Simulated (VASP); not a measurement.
A run of VASP 6.6.1 is set up as follows.

The input INCAR:

```
SYSTEM = WS2
PREC     = Accurate       ! precision mode
ENCUT    = 600            ! plane-wave cutoff, eV
EDIFF    = 1E-6           ! SCF threshold, eV
ISMEAR   = -1             ! smearing method
SIGMA    = 0.05           ! smearing width, eV
LREAL    = .False.        ! projectors in reciprocal space
LASPH    = .True.         ! aspherical terms in the spheres
NELM     = 60             ! most SCF steps
ALGO     = Normal         ! electronic algorithm
ISIF     = 3              ! what is computed and relaxed
LWAVE    = .False.        ! write WAVECAR
LCHARG   = .False.        ! write CHGCAR
GGA      = PE             ! functional
IBRION   = 2              ! ionic algorithm
NSW      = 100            ! ionic steps
EDIFFG   = -0.005         ! ionic threshold
```

KPOINTS

```
regular mesh
0
Gamma
  11 11 6
  0 0 0
```

Contents of POSCAR:

```
WS2
1.0
    3.4412235146      0.0000000000      0.0000000000
   -1.7206117573      2.9801869838      0.0000000000
    0.0000000000      0.0000000000      5.5059576234
W S
1 2
Direct
    0.0000000000      0.0000000000      0.0000000000
    0.3333333333      0.6666666667      0.2500000000
    0.6666666667      0.3333333333      0.7500000000
```

Potentials or basis: VASP PAW PBE potentials, release 64 (W_sv, S).

Run with:

```console
$ cat potpaw_PBE.64/W_sv/POTCAR potpaw_PBE.64/S/POTCAR > POTCAR
$ mpirun -np 1 vasp_std > vasp.out
```

Task: Estimate the relaxed cell.

Result: a = 3.212 Å, b = 3.212 Å, c = 6.968 Å, α = 90.00°, β = 90.00°, γ = 120.00°.

Task: What does it give for the space group after relaxing (to 0.1 Å)?

Result: P-3m1 (No. 164).

Task: What does it give for the band gap on the k mesh?

Result: Zero (bands 13 and 14 overlap by 0.82 eV).

Task: What does it give for the relaxed volume?

Result: 20.76 Å³/atom.

Step by step:
```tsv
step	energy change (eV)	largest force (eV/Å)	pressure (GPa)	volume (Å³)
1	0.0000	0.9618	0.88	56.47
3	-0.2274	0.6266	-6.22	57.32
5	-0.3217	0.1682	0.68	54.05
7	-0.3349	0.2978	-0.34	54.97
9	-0.3402	0.4273	-1.22	55.91
11	-0.3470	0.3019	-0.28	56.04
13	-0.3540	0.1019	1.03	56.49
15	-0.3673	0.0839	-0.15	58.94
17	-0.3691	0.0564	-0.48	60.21
19	-0.3696	0.0346	0.09	60.31
21	-0.3710	0.0086	0.18	60.81
23	-0.3711	0.0030	0.23	61.05
25	-0.3708	0.0887	-0.49	61.41
27	-0.3712	0.0173	-0.02	61.23
29	-0.3713	0.0067	0.02	61.34
31	-0.3713	0.0081	0.06	61.37
33	-0.3713	0.0111	0.09	61.38
35	-0.3714	0.0071	0.09	61.45
37	-0.3715	0.0107	0.04	61.76
39	-0.3715	0.0239	-0.13	62.13
41	-0.3715	0.0067	-0.01	62.23
43	-0.3715	0.0057	-0.01	62.31
44	-0.3716	0.0008	-0.03	62.27
```

Caveat: a cell axis changed by over 15 % at a fixed basis, so the end point is rough; spin-orbit coupling is left out, which moves the levels of the heavy elements; this functional lacks dispersion, which binds the layers, so the pressure and a relaxed spacing across them are unreliable.
